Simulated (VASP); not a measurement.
Runs of VASP 6.6.1 on Te. The structure is that of space group P6/mmm (No. 191), or close to it. The cells are those of the table. This isn't the form of Te at room conditions, which is trigonal, of chains.

```tsv
task	cell	k mesh	cutoff (eV)	gap on the mesh (eV)	pressure (GPa)
relaxation of cell and atoms	relaxed from a = 6.028, b = 6.028, c = 3.695 Å, angles 90.0, 90.0, 120.0°, 3 atoms	3 × 3 × 6	600	none	0.0
single point	a = 6.028, b = 6.028, c = 3.695 Å, angles 90.0, 90.0, 120.0°, 3 atoms	6 × 6 × 6	520	none	-9.3
single point	a = 5.452, b = 5.452, c = 3.165 Å, angles 90.0, 90.0, 120.0°, 3 atoms	3 × 3 × 6	520	none	(a)
single point	a = 5.549, b = 5.549, c = 3.090 Å, angles 90.0, 90.0, 120.0°, 3 atoms	6 × 6 × 6	520	none	0.0
```

Alike in all rows: level PBEsol; potentials or basis VASP PAW PBE potentials, release 64 (Te); no spin polarisation; smearing gaussian 0.1 eV.

**Question.** Fill in the values left out.

**Answer.** (a) 0.3.

Caveats: some runs use coarse meshes; the PAW data sets were made with another functional, which shifts forces and pressure a little; spin-orbit coupling is left out, which moves the levels of the heavy elements; the cell stands under tension (at least some runs).

A k mesh can miss the band edges, and the runs leave out spin-orbit coupling on Te.

A gap of «none» marks levels without a gap at the run's occupations.
